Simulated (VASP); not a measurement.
Here is a VASP 6.6.1 calculation.

INCAR

```
SYSTEM = HfC
ALGO = Normal
EDIFF = 1E-6
ENCUT = 520
GGA = PE
ISIF = 2
ISMEAR = -1
LASPH = .True.
LCHARG = .False.
LREAL = .False.
LWAVE = .False.
NBANDS = 14
NELM = 100
PREC = Accurate
SIGMA = 0.05
```

File KPOINTS:

```
k-points
0
Gamma
  15 15 15
  0 0 0
```

The input POSCAR:

```
HfC
1.0
    2.4520755285      0.0000000000      0.0000000000
    0.0000000000      2.4520755285      0.0000000000
    0.0000000000      0.0000000000      2.4520755285
Hf C
1 1
Direct
    0.0000000000      0.0000000000      0.0000000000
    0.5000000000      0.5000000000      0.5000000000
```

Potentials or basis: VASP PAW PBE potentials, release 64 (Hf_pv, C).

Command:

```console
$ cat potpaw_PBE.64/Hf_pv/POTCAR potpaw_PBE.64/C/POTCAR > POTCAR
$ mpirun -np 1 vasp_std > vasp.out
```

(1) What does it give for the band gap on the k mesh?

(2) What does it give for the pressure?

## Answers

(1) zero (bands 7 and 8 overlap by 4.18 eV).

(2) 277.9 GPa.

Caveat: the cell stands under pressure; spin-orbit coupling is left out, which moves the levels of the heavy elements.
